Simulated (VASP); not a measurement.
# TaN (P6/mmm) in VASP: notebook

The runs below take TaN through single point, with PBEsol.

All numbers are computed with VASP 6.6.1; they aren't measurements. Logs are shortened: lines on timing, memory, paths and dates and some standing lists are left out, and cuts for length are marked.

## (1) The cell of the first run

The structure is hexagonal, space group P6/mmm (No. 191). Conventional cell: a = 5.101 Å, b = 5.101 Å, c = 2.938 Å, α = 90.00°, β = 90.00°, γ = 120.00°. Ta (site symmetry 6/mmm) has 6 N at 2.55 Å and 14 Ta at 2.94 to 3.29 Å within 3.4 Å. Ta (site symmetry -6m2) has 6 N at 2.08 Å within 2.8 Å. N (site symmetry mmm) has 6 Ta at 2.08 to 2.55 Å and 4 N at 2.55 Å within 2.8 Å.

## (2) Single point, PBEsol (biaxial strain in the a-b plane: -2.0 %)

Input file INCAR:

```
PREC = Accurate
ENCUT = 520
EDIFF = 1E-6
ISMEAR = 0
SIGMA = 0.1
LREAL = F
LASPH = T
NELM = 80
ALGO = Normal
ISIF = 2
LWAVE = F
LCHARG = F
GGA = PS
NBANDS = 33
```

Input file KPOINTS:

```
Automatic mesh
0
Gamma
  12 12 12
```

Input file POSCAR:

```
TaN
1.0
    5.1009876262      0.0000000000      0.0000000000
   -2.5504938131      4.4175848686      0.0000000000
    0.0000000000      0.0000000000      2.9384304391
Ta N
3 3
Direct
    0.0000000000      0.0000000000      0.0000000000
    0.3333333333      0.6666666667      0.5000000000
    0.6666666667      0.3333333333      0.5000000000
    0.5000000000      0.0000000000      0.0000000000
    0.5000000000      0.5000000000      0.0000000000
    0.0000000000      0.5000000000      0.0000000000
```

Potentials or basis: VASP PAW PBE potentials, release 64 (Ta_pv, N).

Launch:

```console
$ cat potpaw_PBE.64/Ta_pv/POTCAR potpaw_PBE.64/N/POTCAR > POTCAR
$ mpirun -np 1 vasp_std > vasp.out
```

OUTCAR:

```text
PREC = Accurate
   ENCUT = 520
   EDIFF = 1E-6
   ISMEAR = 0
   LREAL = F
   LASPH = T
   NELM = 80
   ISIF = 2
   GGA = PS

 ion  position               nearest neighbor table
   1  0.000  0.000  0.000-   5 2.55   6 2.55   6 2.55   5 2.55   4 2.55   4 2.55   3 3.29   3 3.29
                             2 3.29   2 3.29   2 3.29   3 3.29   2 3.29   3 3.29   2 3.29   3 3.29
   2  0.333  0.667  0.500-   4 2.08   4 2.08   6 2.08   6 2.08   5 2.08   5 2.08   3 2.95   3 2.95
                             3 2.95   1 3.29   1 3.29   1 3.29   1 3.29   1 3.29   1 3.29
   3  0.667  0.333  0.500-   4 2.08   4 2.08   6 2.08   6 2.08   5 2.08   5 2.08   2 2.95   2 2.95
                             2 2.95   1 3.29   1 3.29   1 3.29   1 3.29   1 3.29   1 3.29
   4  0.500  0.000  0.000-   2 2.08   3 2.08   2 2.08   3 2.08   1 2.55   1 2.55
   5  0.500  0.500  0.000-   2 2.08   3 2.08   2 2.08   3 2.08   1 2.55   1 2.55
   6  0.000  0.500  0.000-   2 2.08   3 2.08   2 2.08   3 2.08   1 2.55   1 2.55

  LATTYP: Found a hexagonal cell.
 ALAT       =     5.1009876262
 C/A-ratio  =     0.5760512776

  Lattice vectors:

 A1 = (   5.1009876262,   0.0000000000,   0.0000000000)
 A2 = (  -2.5504938131,   4.4175848686,   0.0000000000)
 A3 = (   0.0000000000,   0.0000000000,   2.9384304391)

Analysis of symmetry for initial positions (statically):
=====================================================================
 Subroutine PRICEL returns:
 Original cell was already a primitive cell.

 Routine SETGRP: Setting up the symmetry group for a
 hexagonal supercell.

 Subroutine GETGRP returns: Found 24 space group operations
 (whereof 24 operations were pure point group operations)
 out of a pool of 24 trial point group operations.

The static configuration has the point symmetry D_6h.

Analysis of symmetry for dynamics (positions and initial velocities):
=====================================================================
 Subroutine PRICEL returns:
 Original cell was already a primitive cell.

 Routine SETGRP: Setting up the symmetry group for a
 hexagonal supercell.

 Subroutine GETGRP returns: Found 24 space group operations
 (whereof 24 operations were pure point group operations)
 out of a pool of 24 trial point group operations.

The dynamic configuration has the point symmetry D_6h.

 Subroutine INISYM returns: Found 24 space group operations
 (whereof 24 operations are pure point group operations),
 and found     1 'primitive' translations

----------------------------------------------------------------------------------------

                                     Primitive cell

  volume of cell :      66.2147

  direct lattice vectors                    reciprocal lattice vectors
     5.100987626  0.000000000  0.000000000     0.196040468  0.113184017  0.000000000
    -2.550493813  4.417584869  0.000000000     0.000000000  0.226368034  0.000000000
     0.000000000  0.000000000  2.938430439     0.000000000  0.000000000  0.340317738

  length of vectors
     5.100987626  5.100987626  2.938430439     0.226368034  0.226368034  0.340317738

  position of ions in fractional coordinates (direct lattice)
     0.000000000  0.000000000  0.000000000
     0.333333333  0.666666667  0.500000000
     0.666666667  0.333333333  0.500000000
     0.500000000  0.000000000  0.000000000
     0.500000000  0.500000000  0.000000000
     1.000000000  0.500000000  0.000000000

  ion indices of the primitive-cell ions
   primitive index   ion index
                 1           1
                 2           2
                 3           3
                 4           4
                 5           5
                 6           6

----------------------------------------------------------------------------------------

 KPOINTS: Automatic mesh

Automatic generation of k-mesh.
 Grid dimensions read from file:
 generate k-points for:   12   12   12

 Generating k-lattice:

  Cartesian coordinates                     Fractional coordinates (reciprocal lattice)
     0.016336706  0.009432001  0.000000000     0.083333333  0.000000000  0.000000000
     0.000000000  0.018864003  0.000000000     0.000000000  0.083333333  0.000000000
     0.000000000  0.000000000  0.028359811     0.000000000  0.000000000  0.083333333

  Length of vectors
     0.018864003  0.018864003  0.028359811

  Shift w.r.t. Gamma in fractional coordinates (k-lattice)
     0.000000000  0.000000000  0.000000000

 Subroutine IBZKPT returns following result:
 ===========================================

 Found    133 irreducible k-points:

 Following reciprocal coordinates:
            Coordinates               Weight
  0.000000  0.000000  0.000000      1.000000
  0.083333  0.000000  0.000000      6.000000
  0.166667  0.000000  0.000000      6.000000
  0.250000  0.000000  0.000000      6.000000
  0.333333  0.000000  0.000000      6.000000
  0.416667  0.000000  0.000000      6.000000
[... 16 lines left out ...]
  0.250000  0.000000  0.083333     12.000000
  0.333333  0.000000  0.083333     12.000000
 [... further k-points ...]
   k-points           NKPTS =    133   k-points in BZ     NKDIM =    133   number of bands    NBANDS=     33
   number of dos      NEDOS =    301   number of ions     NIONS =      6
   total plane-waves  NPLWV =  38400
   dimension x,y,z NGX =    40 NGY =   40 NGZ =   24
   dimension x,y,z NGXF=    80 NGYF=   80 NGZF=   48
   ions per type =               3   3
   NGX,Y,Z   is equivalent  to a cutoff of  13.04, 13.04, 13.58 a.u.
   NGXF,Y,Z  is equivalent  to a cutoff of  26.07, 26.07, 27.16 a.u.
 SYSTEM =  unknown system
   PREC   = accura    normal or accurate (medium, high low for compatibility)
   ISTART =      0    job   : 0-new  1-cont  2-samecut
   ICHARG =      2    charge: 1-file 2-atom 10-const
   ISPIN  =      1    spin polarized calculation?
   LNONCOLLINEAR =      F non collinear calculations
   LSORBIT =      F    spin-orbit coupling
   LASPH  =      T    aspherical Exc in radial PAW
   ENCUT  =  520.0 eV  38.22 Ry    6.18 a.u.   9.48  9.48  5.46*2*pi/ulx,y,z
   NELM   =     80;   NELMIN=  2; NELMDL= -5     # of ELM steps
   EDIFF  = 0.1E-05   stopping-criterion for ELM
   LREAL  =      F    real-space projection
   EDIFFG = 0.1E-04   stopping-criterion for IOM
   NSW    =      0    number of steps for IOM
   IBRION =     -1    ionic relax: 0-MD 1-quasi-New 2-CG
   NFREE  =      0    steps in history (QN), initial steepest desc. (CG)
   ISIF   =      2    stress and relaxation
   ISYM   =      2    0-nonsym 1-usesym 2-fastsym
   POTIM  = 0.5000    time-step for ionic-motion
   TEBEG  =    0.0;   TEEND  =   0.0 temperature during run
   PSTRESS=    0.0 pullay stress
   NELECT =      48.0000    total number of electrons
   NUPDOWN=      -1.0000    fix difference up-down
   EMIN   =  10.00;   EMAX   =-10.00  energy-range for DOS
   EFERMI =   0.00;   METHOD = LEGACY
   ISMEAR =     0;   SIGMA  =   0.10  broadening in eV -4-tet -1-fermi 0-gaus
   EFERMI_NEDOS =   21; number of points for ismear=-14 and -15
   IALGO  =     38    algorithm
   IMIX   =      4    mixing-type and parameters
     AMIX     =   0.40;   BMIX     =  1.00
     AMIX_MAG =   1.60;   BMIX_MAG =  1.00
  volume/ion in A,a.u.               =      11.04        74.47
  Fermi-wavevector in a.u.,A,eV,Ry     =   1.470631  2.779090 29.426075  2.162756
  Thomas-Fermi vector in A             =   2.585864
   LORBIT       =      0    0 simple, 1 ext, 2 COOP (PROOUT), +10 PAW based schemes
   GGA     = PS    functional components
   LHFCALC =     F    Hartree Fock is set to
   AEXX    =    0.0000 exact exchange contribution
   IVDW    =     0    specifies the selected vdW correction
   LEPSILON=     F    determine dielectric tensor
   LRPA    =     F    only Hartree local field effects (RPA)
 non-spin polarized calculation
 Gauss-broadening in eV      SIGMA  =   0.10
  energy-cutoff  :      520.00
  volume of cell :       66.21
 maximum number of plane-waves:      1811
 NGX is ok and might be reduce to    40
   NGX = 19   NGY = 19   NGZ = 11

 number of electron      48.0000001 magnetization

 Free energy of the ion-electron system (eV)
  ---------------------------------------------------
  ext. energy  EPLUGINS =         0.00000000
  ---------------------------------------------------
  free energy    TOTEN  =       -68.60955284 eV

  energy without entropy =      -68.60471033  energy(sigma->0) =      -68.60713159

 E-fermi :   8.3128     XC(G=0): -13.3357

 val. band max:        8.2948164014   @ k =   0.1667   0.0000   0.1667
 cond. band min:       8.3436495411   @ k =   0.2500   0.0000   0.1667
 fundamental gap:      0.0488331397
 Fermi energy:         8.3128148811

 k-point     1 :       0.0000    0.0000    0.0000
  band No.  band energies     occupation
      1     -27.8333      2.00000
      2     -27.8333      2.00000
      3     -27.4178      2.00000
      4     -27.4178      2.00000
      5     -27.2305      2.00000
      6     -27.0853      2.00000
[... 25 lines left out ...]
     32      11.5890      0.00000
     33      11.9037      0.00000

 k-point     2 :       0.0833    0.0000    0.0000
  band No.  band energies     occupation
      1     -27.8407      2.00000
      2     -27.8312      2.00000
      3     -27.4073      2.00000
      4     -27.4072      2.00000
      5     -27.2279      2.00000
      6     -27.0992      2.00000
[... 25 lines left out ...]
     32      11.6196      0.00000
     33      11.8545      0.00000

 k-point     3 :       0.1667    0.0000    0.0000
  band No.  band energies     occupation
      1     -27.8596      2.00000
      2     -27.8222      2.00000
      3     -27.3828      2.00000
      4     -27.3794      2.00000
      5     -27.2203      2.00000
      6     -27.1359      2.00000
[... 25 lines left out ...]
     32      11.7077      0.00000
     33      11.8135      0.00000

 k-point     4 :       0.2500    0.0000    0.0000
  band No.  band energies     occupation
      1     -27.8827      2.00000
      2     -27.8007      2.00000
      3     -27.3677      2.00000
      4     -27.3417      2.00000
      5     -27.2087      2.00000
      6     -27.1769      2.00000
[... 673 lines left out ...]
     32      11.4682      0.00000
     33      12.2455      0.00000

 k-point    23 :       0.2500    0.0000    0.0833
  band No.  band energies     occupation
      1     -27.8708      2.00000
      2     -27.7899      2.00000
      3     -27.3601      2.00000
      4     -27.3330      2.00000
      5     -27.2827      2.00000
      6     -27.1657      2.00000
[... 25 lines left out ...]
     32      11.7177      0.00000
     33      12.0270      0.00000

 k-point    24 :       0.3333    0.0000    0.0833
  band No.  band energies     occupation
      1     -27.8910      2.00000
      2     -27.7544      2.00000
      3     -27.3873      2.00000
      4     -27.2942      2.00000
      5     -27.2733      2.00000
      6     -27.1751      2.00000
[... 25 lines left out ...]
     32      12.0937      0.00000
     33      12.1932      0.00000

 [... further k-points ...]
[... 5 lines left out ...]
  --------------------------------------------------------------------------------------
  -------------------------------------------------------------------------------------
  Total        4.7345668      4.7345668      0.4930872      0.0000000     -0.0000000      0.0000000
  in kB      114.5608541    114.5608541     11.9310789      0.0000000     -0.0000000      0.0000000
  external PRESSURE =      80.3509291 kB  Pullay stress =       0.0000000 kB

 VOLUME and BASIS-vectors are now :
 -----------------------------------------------------------------------------
  energy-cutoff  :      520.00
  volume of cell :       66.21
      direct lattice vectors                 reciprocal lattice vectors
     5.100987626  0.000000000  0.000000000     0.196040468  0.113184017  0.000000000
    -2.550493813  4.417584869  0.000000000     0.000000000  0.226368034  0.000000000
     0.000000000  0.000000000  2.938430439     0.000000000  0.000000000  0.340317738

 POSITION                                       TOTAL-FORCE (eV/Angst)
 -----------------------------------------------------------------------------------
      0.00000      0.00000      0.00000         0.000000      0.000000      0.000000
     -0.00000      2.94506      1.46922        -0.000000      0.000000      0.000000
      2.55049      1.47253      1.46922         0.000000      0.000000     -0.000000
      2.55049      0.00000      0.00000         0.000000      0.000000      0.000000
      1.27525      2.20879      0.00000        -0.000000      0.000000      0.000000
     -1.27525      2.20879      0.00000         0.000000      0.000000      0.000000
 -----------------------------------------------------------------------------------
    total drift:                               -0.000000      0.000000     -0.000000

  FREE ENERGIE OF THE ION-ELECTRON SYSTEM (eV)
  ---------------------------------------------------
  free  energy   TOTEN  =       -68.6095528395 eV

  energy  without entropy=      -68.6047103340  energy(sigma->0) =      -68.60713159
```

Wall time 5.9 min (1 thread of Intel Xeon 8259CL, shared host); peak memory 0.35 GiB.

What came out:

- Free energy: -68.6096 eV
- Pressure: 8.0 GPa
- Band gap on the k mesh: zero (bands 24 and 25 overlap by 2.22 eV)

Caveat: the cell differs from its parent crystal (biaxial strain in the a-b plane: -2.0 %); the stress differs along the axes, from 1 to 11 GPa; the PAW data sets were made with another functional, which shifts forces and pressure a little; spin-orbit coupling is left out, which moves the levels of the heavy elements.

## (3) Single point, PBEsol (biaxial strain in the a-b plane: +2.0 %, then relaxed in part)

Input file INCAR:

```
  PREC = Accurate
  ENCUT = 520
  EDIFF = 1E-6
  ISMEAR = 0
  SIGMA = 0.1
  LREAL = F
  LASPH = T
  NELM = 80
  ALGO = Normal
  ISIF = 2
  LWAVE = F
  LCHARG = T
  GGA = PS
  LELF = T
  LVHAR = T
  NBANDS = 33
```

KPOINTS is that of step 2.

POSCAR, as its differences from that of step 2:

```diff
@@ -2,5 +2,5 @@
 1.0
-    5.1009876262      0.0000000000      0.0000000000
-   -2.5504938131      4.4175848686      0.0000000000
-    0.0000000000      0.0000000000      2.9384304391
+    5.3091912027      0.0000000000      0.0000000000
+   -2.6545956014      4.5978944551      0.0000000000
+    0.0000000000      0.0000000000      2.8749195829
 Ta N
```

Potentials or basis: VASP PAW PBE potentials, release 64 (Ta_pv, N).

Launch:

```console
$ cat potpaw_PBE.64/Ta_pv/POTCAR potpaw_PBE.64/N/POTCAR > POTCAR
$ mpirun -np 1 vasp_std > vasp.out
```

Run time: 6.1 min. Hardware: 1 thread of Intel Xeon 8259CL, shared host; peak memory 0.36 GiB.

The run converged. Its results:

* Free energy: -68.6330 eV
* Pressure: -5.7 GPa
* Band gap on the k mesh: zero (bands 24 and 25 overlap by 2.20 eV)

Stress tensor (GPa, compression positive):
```
-9.11  0.00  0.00
 0.00 -9.11  0.00
 0.00  0.00  1.01
```

Levels at points of the mesh, in eV from the Fermi level:
```csv
k point,band 20,band 21,band 22,band 23,band 24,band 25,band 26,band 27,band 28,band 29
"(0.00, 0.00, 0.00)",-3.19,-2.93,-2.56,-2.29,-1.30,-1.30,0.79,1.05,1.05,2.12
"(0.50, 0.00, 0.00)",-4.30,-3.37,-3.11,-1.73,-0.88,1.12,1.82,1.85,2.42,2.60
"(0.00, 0.00, 0.50)",-3.56,-3.19,-3.19,-1.92,0.81,0.81,1.52,1.85,2.24,2.24
"(0.50, 0.00, 0.50)",-4.38,-3.35,-3.00,-1.95,-1.30,0.97,1.26,3.00,3.12,3.75
```

Caveat: the cell differs from its parent crystal (biaxial strain in the a-b plane: +2.0 %, then relaxed in part); the stress differs along the axes, from -9 to 1 GPa; the PAW data sets were made with another functional, which shifts forces and pressure a little; spin-orbit coupling is left out, which moves the levels of the heavy elements.

## (4) Single point, PBEsol (biaxial strain in the a-b plane: +2.0 %)

Input file INCAR:

```
SYSTEM = TaN
PREC = Accurate
ENCUT = 520
EDIFF = 1E-6
ISMEAR = 0
SIGMA = 0.1
LREAL = .FALSE.
LASPH = .TRUE.
NELM = 80
ALGO = Normal
ISIF = 2
LWAVE = .FALSE.
LCHARG = .FALSE.
GGA = PS
NBANDS = 33
```

Input file KPOINTS:

```
Automatic mesh
0
G
  12 12 12
  0 0 0
```

POSCAR, as its differences from that of step 3:

```diff
@@ -4,3 +4,3 @@
    -2.6545956014      4.5978944551      0.0000000000
-    0.0000000000      0.0000000000      2.8749195829
+    0.0000000000      0.0000000000      2.8687443417
 Ta N
```

Launch:

```console
$ cat potpaw_PBE.64/Ta_pv/POTCAR potpaw_PBE.64/N/POTCAR > POTCAR
$ mpirun -np 1 vasp_std > vasp.out
```

Run time: 6.3 min. Hardware: 1 thread of Intel Xeon 8259CL, shared host; peak memory 0.36 GiB.

Results (log left out):

* Free energy: -68.6311 eV
* Pressure: -4.9 GPa
* Band gap on the k mesh: zero (bands 24 and 25 overlap by 2.21 eV)

Stress tensor (GPa, compression positive):
```
-8.73  0.00  0.00
 0.00 -8.73  0.00
 0.00  0.00  2.72
```

Levels at points of the mesh, in eV from the Fermi level:
| k point | band 20 | band 21 | band 22 | band 23 | band 24 | band 25 | band 26 | band 27 | band 28 | band 29 |
| --- | --- | --- | --- | --- | --- | --- | --- | --- | --- | --- |
| (0.00, 0.00, 0.00) | -3.20 | -2.92 | -2.57 | -2.31 | -1.31 | -1.31 | 0.78 | 1.08 | 1.08 | 2.14 |
| (0.50, 0.00, 0.00) | -4.29 | -3.37 | -3.13 | -1.74 | -0.89 | 1.12 | 1.83 | 1.87 | 2.45 | 2.63 |
| (0.00, 0.00, 0.50) | -3.57 | -3.20 | -3.20 | -1.93 | 0.81 | 0.81 | 1.52 | 1.89 | 2.24 | 2.24 |
| (0.50, 0.00, 0.50) | -4.39 | -3.36 | -3.00 | -1.94 | -1.31 | 0.98 | 1.27 | 3.01 | 3.12 | 3.79 |

Caveat: the cell differs from its parent crystal (biaxial strain in the a-b plane: +2.0 %); the stress differs along the axes, from -9 to 3 GPa; the PAW data sets were made with another functional, which shifts forces and pressure a little; spin-orbit coupling is left out, which moves the levels of the heavy elements.

## (5) Summary

```tsv
cell	gap on the mesh (eV)	pressure (GPa)
a = 5.101, b = 5.101, c = 2.938 Å, angles 90.0, 90.0, 120.0°, 6 atoms	none	8.0
a = 5.309, b = 5.309, c = 2.875 Å, angles 90.0, 90.0, 120.0°, 6 atoms	none	-5.7
a = 5.309, b = 5.309, c = 2.869 Å, angles 90.0, 90.0, 120.0°, 6 atoms	none	-4.9
```

Alike in all rows: task single point; level PBEsol; potentials or basis VASP PAW PBE potentials, release 64 (Ta_pv, N); no spin polarisation; k mesh 12 × 12 × 12; cutoff (eV) 520; smearing gaussian 0.1 eV.

Caveats: the PAW data sets were made with another functional, which shifts forces and pressure a little; spin-orbit coupling is left out, which moves the levels of the heavy elements; the stress differs along the axes, from 1 to 11 GPa (at least some runs); the stress differs along the axes, from -9 to 1 GPa (at least some runs); the stress differs along the axes, from -9 to 3 GPa (at least some runs).

Absolute energies hang on the potentials; compare differences alone.

The gap in the log of VASP goes by the Fermi energy; the results here count the filled bands.